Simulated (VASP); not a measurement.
YIn, 2 atoms in the cell. Symmetry: Pm-3m, No. 221, cubic system. The conventional cell has a = 3.810 Å, b = 3.810 Å, c = 3.810 Å, α = 90.00°, β = 90.00°, γ = 90.00°. Within 4.3 Å of Y (site symmetry m-3m) lie 8 In at 3.30 Å and 6 Y at 3.81 Å. In (site symmetry m-3m) has 8 Y at 3.30 Å and 6 In at 3.81 Å within 4.3 Å. 

```yaml
Program: VASP 6.6.1
Task: single point
Functional: LDA
Potentials_or_basis: VASP PAW LDA potentials, release 64 (Y_sv, In_d)
Cutoff: 520 eV
k_mesh: 6 × 6 × 6, shifted
Occupations: fermi-dirac, width 0.2 eV
Spin: no spin polarisation
Dipole_correction: no
Further_INCAR_settings: ALGO = Normal; EDIFF = 1e-06; NBANDS = 19
```

Potentials or basis: VASP PAW LDA potentials, release 64 (Y_sv, In_d).

Launch:

```bash
$ cat potpaw_LDA.64/Y_sv/POTCAR potpaw_LDA.64/In_d/POTCAR > POTCAR
$ mpirun -np 1 vasp_std > vasp.out
```

Hardware: 1 thread of Intel(R) Xeon(R) 6975P-C (Granite Rapids) (shared host).

Problem. Estimate the wall time of this run.

Solution. Wall time 4.5 s on 1 thread of Intel(R) Xeon(R) 6975P-C (Granite Rapids), with other jobs on the host, peak memory 0.15 GiB. Counts: scf iterations 13, k points 10.
